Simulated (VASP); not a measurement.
Here is a VASP 6.6.1 calculation.

INCAR

```
ALGO = Normal
EDIFF = 1E-6
ENCUT = 520
GGA = PE
ISIF = 2
ISMEAR = -1
LASPH = True
LCHARG = False
LREAL = False
LWAVE = False
NBANDS = 12
NELM = 100
PREC = Accurate
SIGMA = 0.06122561905347299
```

File KPOINTS:

```
k-points
0
Gamma
  47 47 47
```

Contents of POSCAR:

```
Ti
1.0
   -1.6497028176      1.6497028176      1.6497028176
    1.6497028176     -1.6497028176      1.6497028176
    1.6497028176      1.6497028176     -1.6497028176
Ti
1
Direct
    0.0000000000      0.0000000000      0.0000000000
```

Potentials or basis: VASP PAW PBE potentials, release 64 (Ti_sv).

Launch:

```sh
$ cat potpaw_PBE.64/Ti_sv/POTCAR > POTCAR
$ mpirun -np 1 vasp_std > vasp.out
```

(1) Estimate the pressure.

(2) Predict the band gap on the k mesh.

Answers

(1) -4.1 GPa.

(2) zero (bands 6 and 7 overlap by 1.60 eV).

Caveat: the cell stands under tension.
